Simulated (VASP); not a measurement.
EuS: single point with PBEsol+D3(BJ)

EuS:

```xyz
2
Lattice="0.0000 2.9177 2.9177 2.9177 0.0000 2.9177 2.9177 2.9177 0.0000" Properties=species:S:1:pos:R:3 pbc="T T T"
Eu    0.0000    0.0000    0.0000
S     2.9177    2.9177    2.9177
```

```json
{
  "Program": "VASP 6.6.1",
  "Task": "single point",
  "Functional": "PBEsol",
  "Dispersion": "D3(BJ)",
  "Potentials or basis": "VASP PAW PBE potentials, release 64 (Eu, S)",
  "Cutoff": "600 eV",
  "k mesh": "8 × 8 × 8",
  "Occupations": "fermi-dirac, width 0.05 eV",
  "Spin": "collinear spin, ferromagnetic start",
  "Starting moments": "[7.0, 0.0] μB",
  "Dipole correction": "no",
  "Further INCAR settings": "ALGO = Normal; EDIFF = 1e-06; NBANDS = 22"
}
```

* Pressure: -5.6 GPa
* Net moment: 6.95 μB per cell
* Site moments: Eu +6.56; S -0.08 μB
* Valence electrons inside the program's atomic spheres: Eu 14.72; S 3.73
* Dispersion energy per atom: -0.359 eV

Levels at points of the mesh, in eV from the Fermi level:
Spin up:
| k point | band 12 | band 13 | band 14 | band 15 | band 16 | band 17 | band 18 | band 19 |
| --- | --- | --- | --- | --- | --- | --- | --- | --- |
| (0.00, 0.00, 0.00) | -0.27 | 0.10 | 0.10 | 0.10 | 0.97 | 0.97 | 0.97 | 1.05 |
| (0.50, 0.00, 0.00) | -0.33 | -0.33 | -0.28 | -0.27 | 3.04 | 3.39 | 3.79 | 3.79 |
| (0.50, 0.50, 0.00) | -0.34 | -0.34 | -0.29 | -0.08 | -0.08 | 3.14 | 3.49 | 4.81 |
Spin down:
```csv
k point,band 5,band 6,band 7,band 8,band 9,band 10,band 11,band 12
"(0.00, 0.00, 0.00)",-13.56,-2.57,-2.57,-2.57,1.68,1.74,1.74,1.74
"(0.50, 0.00, 0.00)",-12.39,-5.32,-3.85,-3.85,2.81,3.95,3.95,4.19
"(0.50, 0.50, 0.00)",-13.19,-3.72,-2.92,-2.92,-0.38,4.01,4.12,4.20
```

It took 63 s on 1 thread of Intel(R) Xeon(R) 6975P-C (Granite Rapids), with other jobs on the host, peak memory 0.29 GiB.

Caveat: the cell stands under tension; the PAW data sets were made with another functional, which shifts forces and pressure a little; spin-orbit coupling is left out, which moves the levels of the heavy elements; a cell with one magnetic atom can't hold antiferromagnetic order, which such compounds often take; semilocal functionals describe open f shells poorly, which spoils levels, moments and volumes. With open d or f shells a metallic result of PBEsol can be an artefact of self-interaction; +U or a hybrid may open a gap.
